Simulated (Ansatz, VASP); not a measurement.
**Two plane-wave programs on ZrTi2B3**

File INCAR:

```
SYSTEM = ZrTi2B3
PREC = Accurate ; ENCUT = 600
EDIFF = 1E-6 ; ISMEAR = 0
SIGMA = 0.2 ; LREAL = .False.
LASPH = .True. ; NELM = 60
ALGO = Normal ; ISIF = 3
LWAVE = .False. ; LCHARG = .False.
GGA = PE ; IBRION = 2
NSW = 36 ; EDIFFG = -0.08
```

The input KPOINTS:

```
Automatic mesh
0
Gamma
  5 5 3
  0 0 0
```

File POSCAR:

```
ZrTi2B3
1.0
    4.0596308100      0.0000000000      0.0000000000
   -2.0298154100      3.5157434100      0.0000000000
    0.0000000000      0.0000000000      5.1243147700
Zr Ti B
1 2 3
Direct
    0.0000000000      0.0000000000      0.0000000000
    0.6666666700      0.3333333300      0.5000000000
    0.3333333300      0.6666666700      0.0000000000
    0.1726346400      0.8273653600      0.5000000000
    0.1726346400      0.3452692800      0.5000000000
    0.6547307200      0.8273653600      0.5000000000
```

Input for Ansatz:

```yaml
crystal:
  lattice:
    - [4.05963081, 0.0, 0.0]
    - [-2.02981541, 3.51574341, 0.0]
    - [0.0, 0.0, 5.12431477]
  atoms:
    - { symbol: Zr, position: [0.0, 0.0, 0.0] }
    - { symbol: Ti, position: [0.66666667, 0.33333333, 0.5] }
    - { symbol: Ti, position: [0.33333333, 0.66666667, 0.0] }
    - { symbol: B, position: [0.17263464, 0.82736536, 0.5] }
    - { symbol: B, position: [0.17263464, 0.34526928, 0.5] }
    - { symbol: B, position: [0.65473072, 0.82736536, 0.5] }
basis:
  ecutwfc: 420
kpoints:
  mp_grid: { grid: [5, 5, 3] }
hamiltonian:
  xc: pbe
scf:
  occupations: { method: gaussian, width: 0.2 }
  lower_state_search: "off"
output:
  forces: true
  stress: true
  eigenvalues: true
relax:
  adjacent_minimum: "off"
  f_tol: 0.08
  max_steps: 16
  cell: { stress_tol: 0.8 }
```

Alike in both runs: task relaxation of cell and atoms; functional PBE; k mesh 5 × 5 × 3; occupations gaussian, width 0.2 eV; no spin polarisation.

|  | VASP | Ansatz |
| --- | --- | --- |
| version | VASP 6.6.1 | Ansatz 0.2.0 |
| potentials or method | VASP PAW PBE potentials, release 64 (Zr_sv, Ti_sv, B), cutoff 600 eV | scalar-relativistic, plane waves, PAW |
| valence electrons in the cell | 45 | 45 |

|  | VASP | Ansatz | Ansatz less VASP |
| --- | --- | --- | --- |
| gap on the k mesh at the Fermi level, each at its own relaxed structure (eV) | none | none | - |
| relaxed volume (Å³/atom) | 12.83 | 12.87 | +0.040 |
| relaxed cell length with the largest relative difference (Å) | 4.788 | 4.794 | +0.0061 |

A gap of «none» marks a metal or a gap that the smearing closes.

The k mesh is coarse, so the values compare programs but aren't converged.
